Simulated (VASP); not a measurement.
# ScAl3 (P4/mmm) in VASP: single point with PBEsol

Aim: the single point of ScAl3 with PBEsol.

Everything below comes from runs of VASP 6.6.1. Logs are shortened: lines on timing, memory, paths and dates and some standing lists are left out, and cuts for length are marked.

### 1 The cell of the first run

Symmetry: P4/mmm, No. 123, tetragonal system. Conventional cell: a = 4.234 Å, b = 4.234 Å, c = 3.996 Å, α = 90.00°, β = 90.00°, γ = 90.00°. Sc (site symmetry 4/mmm) has 12 Al at 2.91 to 2.99 Å within 3.8 Å. Al (site symmetry mmm) has 4 Sc at 2.91 Å and 8 Al at 2.91 to 2.99 Å within 3.8 Å. Al (site symmetry 4/mmm) has 8 Al at 2.91 Å and 4 Sc at 2.99 Å within 3.8 Å.

### 2 Single point, PBEsol (biaxial strain in the a-b plane: +4.0 %, then relaxed in part)

INCAR

```
PREC     = Accurate       # precision mode
ENCUT    = 520            # plane-wave cutoff, eV
EDIFF    = 1E-7           # SCF threshold, eV
ISMEAR   = 0              # smearing method
SIGMA    = 0.1            # smearing width, eV
LREAL    = F              # projectors in reciprocal space
LASPH    = T              # aspherical terms in the spheres
NELM     = 100            # most SCF steps
ALGO     = Fast           # electronic algorithm
ISIF     = 2              # what is computed and relaxed
LWAVE    = F              # write WAVECAR
LCHARG   = F              # write CHGCAR
GGA      = PS             # functional
NBANDS   = 18             # bands
```

KPOINTS

```
Automatic mesh
0
Gamma
  14 14 14
```

POSCAR

```
ScAl3
1.0
    4.2341505609      0.0000000000      0.0000000000
    0.0000000000      4.2341505609      0.0000000000
    0.0000000000      0.0000000000      3.9960611294
Sc Al
1 3
Direct
    0.0000000000      0.0000000000      0.0000000000
    0.5000000000      0.0000000000      0.5000000000
    0.0000000000      0.5000000000      0.5000000000
    0.5000000000      0.5000000000      0.0000000000
```

Potentials or basis: VASP PAW PBE potentials, release 64 (Sc_sv, Al).

Run with:

```bash
$ cat potpaw_PBE.64/Sc_sv/POTCAR potpaw_PBE.64/Al/POTCAR > POTCAR
$ mpirun -np 1 vasp_std > vasp.out
```

OUTCAR:

```text
PREC = Accurate
   ENCUT = 520
   EDIFF = 1E-7
   ISMEAR = 0
   LREAL = F
   LASPH = T
   NELM = 100
   ISIF = 2
   GGA = PS

 ion  position               nearest neighbor table
   1  0.000  0.000  0.000-   2 2.91   3 2.91   2 2.91   3 2.91   3 2.91   3 2.91   2 2.91   2 2.91
                             4 2.99   4 2.99   4 2.99   4 2.99
   2  0.500  0.000  0.500-   1 2.91   4 2.91   1 2.91   4 2.91   4 2.91   4 2.91   1 2.91   1 2.91
                             3 2.99   3 2.99   3 2.99   3 2.99
   3  0.000  0.500  0.500-   1 2.91   4 2.91   1 2.91   4 2.91   1 2.91   1 2.91   4 2.91   4 2.91
                             2 2.99   2 2.99   2 2.99   2 2.99
   4  0.500  0.500  0.000-   2 2.91   3 2.91   2 2.91   3 2.91   2 2.91   2 2.91   3 2.91   3 2.91
                             1 2.99   1 2.99   1 2.99   1 2.99

  LATTYP: Found a simple tetragonal cell.
 ALAT       =     4.2341505609
 C/A-ratio  =     0.9437692571

  Lattice vectors:

 A1 = (   4.2341505609,   0.0000000000,   0.0000000000)
 A2 = (   0.0000000000,   4.2341505609,   0.0000000000)
 A3 = (   0.0000000000,   0.0000000000,   3.9960611294)

Analysis of symmetry for initial positions (statically):
=====================================================================
 Subroutine PRICEL returns:
 Original cell was already a primitive cell.

 Routine SETGRP: Setting up the symmetry group for a
 simple tetragonal supercell.

 Subroutine GETGRP returns: Found 16 space group operations
 (whereof 16 operations were pure point group operations)
 out of a pool of 16 trial point group operations.

The static configuration has the point symmetry D_4h.

Analysis of symmetry for dynamics (positions and initial velocities):
=====================================================================
 Subroutine PRICEL returns:
 Original cell was already a primitive cell.

 Routine SETGRP: Setting up the symmetry group for a
 simple tetragonal supercell.

 Subroutine GETGRP returns: Found 16 space group operations
 (whereof 16 operations were pure point group operations)
 out of a pool of 16 trial point group operations.

The dynamic configuration has the point symmetry D_4h.

 Subroutine INISYM returns: Found 16 space group operations
 (whereof 16 operations are pure point group operations),
 and found     1 'primitive' translations

----------------------------------------------------------------------------------------

                                     Primitive cell

  volume of cell :      71.6415

  direct lattice vectors                    reciprocal lattice vectors
     4.234150561  0.000000000  0.000000000     0.236174880  0.000000000  0.000000000
     0.000000000  4.234150561  0.000000000     0.000000000  0.236174880  0.000000000
     0.000000000  0.000000000  3.996061129     0.000000000  0.000000000  0.250246422

  length of vectors
     4.234150561  4.234150561  3.996061129     0.236174880  0.236174880  0.250246422

  position of ions in fractional coordinates (direct lattice)
     0.000000000  0.000000000  0.000000000
     0.500000000  0.000000000  0.500000000
     0.000000000  0.500000000  0.500000000
     0.500000000  0.500000000  0.000000000

  ion indices of the primitive-cell ions
   primitive index   ion index
                 1           1
                 2           2
                 3           3
                 4           4

----------------------------------------------------------------------------------------

 KPOINTS: Automatic mesh

Automatic generation of k-mesh.
 Grid dimensions read from file:
 generate k-points for:   14   14   14

 Generating k-lattice:

  Cartesian coordinates                     Fractional coordinates (reciprocal lattice)
     0.016869634  0.000000000  0.000000000     0.071428571  0.000000000  0.000000000
     0.000000000  0.016869634  0.000000000     0.000000000  0.071428571  0.000000000
     0.000000000  0.000000000  0.017874744     0.000000000  0.000000000  0.071428571

  Length of vectors
     0.016869634  0.016869634  0.017874744

  Shift w.r.t. Gamma in fractional coordinates (k-lattice)
     0.000000000  0.000000000  0.000000000

 Subroutine IBZKPT returns following result:
 ===========================================

 Found    288 irreducible k-points:

 Following reciprocal coordinates:
            Coordinates               Weight
  0.000000  0.000000  0.000000      1.000000
  0.071429  0.000000  0.000000      4.000000
  0.142857  0.000000  0.000000      4.000000
  0.214286  0.000000  0.000000      4.000000
  0.285714  0.000000  0.000000      4.000000
  0.357143  0.000000  0.000000      4.000000
[... 16 lines left out ...]
  0.285714  0.214286  0.000000      8.000000
  0.357143  0.214286  0.000000      8.000000
 [... further k-points ...]
   k-points           NKPTS =    288   k-points in BZ     NKDIM =    288   number of bands    NBANDS=     18
   number of dos      NEDOS =    301   number of ions     NIONS =      4
   total plane-waves  NPLWV =  30720
   dimension x,y,z NGX =    32 NGY =   32 NGZ =   30
   dimension x,y,z NGXF=    64 NGYF=   64 NGZF=   60
   ions per type =               1   3
   NGX,Y,Z   is equivalent  to a cutoff of  12.56, 12.56, 12.48 a.u.
   NGXF,Y,Z  is equivalent  to a cutoff of  25.13, 25.13, 24.96 a.u.
 SYSTEM =  unknown system
   PREC   = accura    normal or accurate (medium, high low for compatibility)
   ISTART =      0    job   : 0-new  1-cont  2-samecut
   ICHARG =      2    charge: 1-file 2-atom 10-const
   ISPIN  =      1    spin polarized calculation?
   LNONCOLLINEAR =      F non collinear calculations
   LSORBIT =      F    spin-orbit coupling
   LASPH  =      T    aspherical Exc in radial PAW
   ENCUT  =  520.0 eV  38.22 Ry    6.18 a.u.   7.87  7.87  7.43*2*pi/ulx,y,z
   NELM   =    100;   NELMIN=  2; NELMDL= -5     # of ELM steps
   EDIFF  = 0.1E-06   stopping-criterion for ELM
   LREAL  =      F    real-space projection
   EDIFFG = 0.1E-05   stopping-criterion for IOM
   NSW    =      0    number of steps for IOM
   IBRION =     -1    ionic relax: 0-MD 1-quasi-New 2-CG
   NFREE  =      0    steps in history (QN), initial steepest desc. (CG)
   ISIF   =      2    stress and relaxation
   ISYM   =      2    0-nonsym 1-usesym 2-fastsym
   POTIM  = 0.5000    time-step for ionic-motion
   TEBEG  =    0.0;   TEEND  =   0.0 temperature during run
   PSTRESS=    0.0 pullay stress
   NELECT =      20.0000    total number of electrons
   NUPDOWN=      -1.0000    fix difference up-down
   EMIN   =  10.00;   EMAX   =-10.00  energy-range for DOS
   EFERMI =   0.00;   METHOD = LEGACY
   ISMEAR =     0;   SIGMA  =   0.10  broadening in eV -4-tet -1-fermi 0-gaus
   EFERMI_NEDOS =   21; number of points for ismear=-14 and -15
   IALGO  =     68    algorithm
   IMIX   =      4    mixing-type and parameters
     AMIX     =   0.40;   BMIX     =  1.00
     AMIX_MAG =   1.60;   BMIX_MAG =  1.00
  volume/ion in A,a.u.               =      17.91       120.87
  Fermi-wavevector in a.u.,A,eV,Ry     =   1.069949  2.021911 15.575838  1.144792
  Thomas-Fermi vector in A             =   2.205645
   LORBIT       =      0    0 simple, 1 ext, 2 COOP (PROOUT), +10 PAW based schemes
   GGA     = PS    functional components
   LHFCALC =     F    Hartree Fock is set to
   AEXX    =    0.0000 exact exchange contribution
   IVDW    =     0    specifies the selected vdW correction
   LEPSILON=     F    determine dielectric tensor
   LRPA    =     F    only Hartree local field effects (RPA)
 non-spin polarized calculation
 RMM-DIIS sequential band-by-band and
 Gauss-broadening in eV      SIGMA  =   0.10
  energy-cutoff  :      520.00
  volume of cell :       71.64
 maximum number of plane-waves:      1960
 NGX is ok and might be reduce to    32
   NGX = 15   NGY = 15   NGZ = 15

 number of electron      20.0000007 magnetization

 Free energy of the ion-electron system (eV)
  ---------------------------------------------------
  ext. energy  EPLUGINS =         0.00000000
  ---------------------------------------------------
  free energy    TOTEN  =       -20.64412054 eV

  energy without entropy =      -20.63722733  energy(sigma->0) =      -20.64067393

 E-fermi :   6.7788     XC(G=0): -10.3142

 val. band max:        6.7736098614   @ k =   0.3571   0.3571   0.2143
 cond. band min:       6.7809523450   @ k =   0.2143   0.1429   0.0000
 fundamental gap:      0.0073424836
 Fermi energy:         6.7787996173

 k-point     1 :       0.0000    0.0000    0.0000
  band No.  band energies     occupation
      1     -42.1366      2.00000
      2     -20.9295      2.00000
      3     -20.9295      2.00000
      4     -20.8900      2.00000
      5      -2.9929      2.00000
      6       3.9063      2.00000
[... 10 lines left out ...]
     17      11.7300      0.00000
     18      11.9006      0.00000

 k-point     2 :       0.0714    0.0000    0.0000
  band No.  band energies     occupation
      1     -42.1366      2.00000
      2     -20.9307      2.00000
      3     -20.9295      2.00000
      4     -20.8899      2.00000
      5      -2.9493      2.00000
      6       3.5171      2.00000
[... 10 lines left out ...]
     17      11.7341      0.00000
     18      12.0738      0.00000

 k-point     3 :       0.1429    0.0000    0.0000
  band No.  band energies     occupation
      1     -42.1365      2.00000
      2     -20.9337      2.00000
      3     -20.9292      2.00000
      4     -20.8897      2.00000
      5      -2.8191      2.00000
      6       2.7745      2.00000
[... 10 lines left out ...]
     17      11.6849      0.00000
     18      12.0725      0.00000

 k-point     4 :       0.2143    0.0000    0.0000
  band No.  band energies     occupation
      1     -42.1363      2.00000
      2     -20.9381      2.00000
      3     -20.9289      2.00000
      4     -20.8894      2.00000
      5      -2.6045      2.00000
      6       1.9871      2.00000
[... 10 lines left out ...]
     17      11.6878      0.00000
     18      11.8462      0.00000

 k-point     5 :       0.2857    0.0000    0.0000
  band No.  band energies     occupation
      1     -42.1361      2.00000
      2     -20.9430      2.00000
      3     -20.9285      2.00000
      4     -20.8891      2.00000
      5      -2.3098      2.00000
      6       1.2224      2.00000
[... 10 lines left out ...]
     17      11.4413      0.00000
     18      12.2682      0.00000

 k-point     6 :       0.3571    0.0000    0.0000
  band No.  band energies     occupation
      1     -42.1360      2.00000
      2     -20.9474      2.00000
      3     -20.9282      2.00000
      4     -20.8888      2.00000
      5      -1.9443      2.00000
      6       0.5120      2.00000
[... 307 lines left out ...]
 k-point    21 :       0.5000    0.1429    0.0000
  band No.  band energies     occupation
      1     -42.1357      2.00000
      2     -20.9510      2.00000
      3     -20.9318      2.00000
      4     -20.8882      2.00000
      5      -1.1386      2.00000
      6      -0.2583      2.00000
[... 10 lines left out ...]
     17      10.8771      0.00000
     18      12.3858      0.00000

 k-point    22 :       0.2143    0.2143    0.0000
  band No.  band energies     occupation
      1     -42.1360      2.00000
      2     -20.9376      2.00000
      3     -20.9370      2.00000
      4     -20.8888      2.00000
      5      -2.2263      2.00000
      6       2.1306      2.00000
[... 10 lines left out ...]
     17      11.4862      0.00000
     18      11.7505      0.00000

 k-point    23 :       0.2857    0.2143    0.0000
  band No.  band energies     occupation
      1     -42.1358      2.00000
      2     -20.9421      2.00000
      3     -20.9368      2.00000
      4     -20.8885      2.00000
      5      -1.9400      2.00000
      6       1.5358      2.00000
[... 10 lines left out ...]
     17      11.0706      0.00000
     18      12.1794      0.00000

 k-point    24 :       0.3571    0.2143    0.0000
  band No.  band energies     occupation
      1     -42.1357      2.00000
      2     -20.9464      2.00000
      3     -20.9364      2.00000
      4     -20.8882      2.00000
      5      -1.5864      2.00000
      6       0.8521      2.00000
[... 10 lines left out ...]
     17      11.2752      0.00000
     18      12.1344      0.00000

 [... further k-points ...]

------------------------ aborting loop because EDIFF is reached ----------------------------------------

  FORCE on cell =-STRESS in cart. coord.  units (eV):
  Direction    XX          YY          ZZ          XY          YZ          ZX
  --------------------------------------------------------------------------------------
  -------------------------------------------------------------------------------------
  Total       -3.0625632     -3.0625632      0.0442314      0.0000000     -0.0000000      0.0000000
  in kB      -68.4905931    -68.4905931      0.9891828      0.0000000     -0.0000000      0.0000000
  external PRESSURE =     -45.3306678 kB  Pullay stress =       0.0000000 kB

 VOLUME and BASIS-vectors are now :
 -----------------------------------------------------------------------------
  energy-cutoff  :      520.00
  volume of cell :       71.64
      direct lattice vectors                 reciprocal lattice vectors
     4.234150561  0.000000000  0.000000000     0.236174880  0.000000000  0.000000000
     0.000000000  4.234150561  0.000000000     0.000000000  0.236174880  0.000000000
     0.000000000  0.000000000  3.996061129     0.000000000  0.000000000  0.250246422

 POSITION                                       TOTAL-FORCE (eV/Angst)
 -----------------------------------------------------------------------------------
      0.00000      0.00000      0.00000         0.000000      0.000000      0.000000
      2.11708      0.00000      1.99803         0.000000      0.000000      0.000000
      0.00000      2.11708      1.99803         0.000000      0.000000      0.000000
      2.11708      2.11708      0.00000         0.000000      0.000000      0.000000
 -----------------------------------------------------------------------------------
    total drift:                               -0.000000      0.000000      0.000000

  FREE ENERGIE OF THE ION-ELECTRON SYSTEM (eV)
  ---------------------------------------------------
  free  energy   TOTEN  =       -20.6441205357 eV

  energy  without entropy=      -20.6372273288  energy(sigma->0) =      -20.64067393
```

It took 7.9 min on 1 thread of Intel Xeon Platinum 8488C (Sapphire Rapids), shared host; peak memory 0.44 GiB.

Results:

```
Free energy            : -20.6441 eV
Pressure               : -4.5 GPa
Band gap on the k mesh : zero (bands 10 and 11 overlap by 3.49 eV)
```

Stress tensor (GPa, compression positive):
```
-6.85  0.00  0.00
 0.00 -6.85  0.00
 0.00  0.00  0.10
```

Caveat: the cell differs from its parent crystal (biaxial strain in the a-b plane: +4.0 %, then relaxed in part); the stress differs along the axes, from -7 to 0 GPa; the PAW data sets were made with another functional, which shifts forces and pressure a little.
